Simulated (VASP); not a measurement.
A run of VASP 6.6.1:

INCAR

```
PREC     = Accurate       # precision mode
ENCUT    = 520            # plane-wave cutoff, eV
EDIFF    = 1E-6           # SCF threshold, eV
ISMEAR   = 0              # smearing method
SIGMA    = 0.02           # smearing width, eV
LREAL    = False          # projectors in reciprocal space
LASPH    = True           # aspherical terms in the spheres
NELM     = 60             # most SCF steps
ALGO     = Normal         # electronic algorithm
ISIF     = 2              # what is computed and relaxed
LWAVE    = False          # write WAVECAR
LCHARG   = True           # write CHGCAR
GGA      = PE             # functional
LELF     = True           # ELF
LVHAR    = True         
NBANDS   = 18             # bands
```

The input KPOINTS:

```
regular mesh
0
Gamma
  4 4 4
```

Contents of POSCAR:

```
CdH6
1.0
    5.9663094078      0.0000000000      0.0000000000
    0.0000000000      5.9663094078      0.0000000000
    0.0000000000      0.0000000000      5.9663094078
Cd H
1 6
Direct
    0.0000000000      0.0000000000      0.0000000000
    0.0628808557      0.5000000000      0.5000000000
    0.5000000000      0.0628808557      0.5000000000
    0.9371191443      0.5000000000      0.5000000000
    0.5000000000      0.9371191443      0.5000000000
    0.5000000000      0.5000000000      0.0628808557
    0.5000000000      0.5000000000      0.9371191443
```

Potentials or basis: VASP PAW PBE potentials, release 64 (Cd, H).

Run with:

```sh
$ cat potpaw_PBE.64/Cd/POTCAR potpaw_PBE.64/H/POTCAR > POTCAR
$ mpirun -np 1 vasp_std > vasp.out
```

Hardware: 1 thread of Intel(R) Xeon(R) Platinum 8259CL CPU @ 2.50GHz (Skylake/Cascade Lake), on a shared host.

Task: How long does it take, and how much memory?

Result: Run time: 39 s on 1 thread of Intel(R) Xeon(R) Platinum 8259CL CPU @ 2.50GHz (Skylake/Cascade Lake) (shared host), peak memory 0.32 GiB. Counts: scf iterations 13, k points 10.
